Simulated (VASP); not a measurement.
Wanted: the native input for a VASP 6.6.1 run.

```yaml
Task: relaxation of cell and atoms
Functional: PBEsol
Potentials_or_basis: VASP PAW PBE potentials, release 64 (Ge_d)
Cutoff: 600 eV
k_mesh: 12 × 12 × 12
Occupations: gaussian, width 0.1 eV
Spin: no spin polarisation
Target_pressure: -1 GPa
Dipole_correction: no
Further_INCAR_settings: ALGO = Normal; EDIFF = 1e-06; IBRION = 2; EDIFFG = -0.008; NSW = 70; ISIF = 3
```

The structure of Ge lies in POSCAR:

```
Ge
1.0
    0.0000000000      2.8470170338      2.8470170338
    2.8470170338      0.0000000000      2.8470170338
    2.8470170338      2.8470170338      0.0000000000
Ge
2
Direct
    0.5000000000      0.5000000000      0.5000000000
    0.7500000000      0.7500000000      0.7500000000
```

These files were run (other wordings do the same):

INCAR

```
PREC = Accurate
ENCUT = 600
EDIFF = 1E-6
ISMEAR = 0
SIGMA = 0.1
LREAL = False
LASPH = True
NELM = 100
ALGO = Normal
ISIF = 3
LWAVE = False
LCHARG = False
GGA = PS
IBRION = 2
NSW = 70
EDIFFG = -0.008
PSTRESS = -10.0
```

KPOINTS

```
Automatic mesh
0
Gamma
  12 12 12
```

Potentials or basis: VASP PAW PBE potentials, release 64 (Ge_d).

The run is started by

```console
$ cat potpaw_PBE.64/Ge_d/POTCAR > POTCAR
$ mpirun -np 1 vasp_std > vasp.out
```

Results of the run:

```yaml
Relaxed_volume: 23.20 Å³/atom
Relaxed_cell: a = 4.033 Å, b = 4.033 Å, c = 4.033 Å, α = 60.00°, β = 60.00°, γ = 60.00°
Space_group_after_relaxing_to_0.1_Å: Fd-3m (No. 227)
Energy_change_on_relaxing_the_run_minimises_the_enthalpy: +0.6 meV/atom
Ionic_steps: 6
Pressure_after_relaxing: -1.0 GPa
Band_gap_on_the_k_mesh: zero (filled and empty bands touch)
```

Caveat: the cell is relaxed towards a set pressure, so the run minimises the enthalpy, not the energy; semilocal functionals underestimate gaps, so a narrow gap can read as zero; the PAW data sets were made with another functional, which shifts forces and pressure a little.

Run time: 71 s on 1 thread of Intel(R) Xeon(R) 6975P-C (Granite Rapids), with other jobs on the host, peak memory 0.21 GiB.
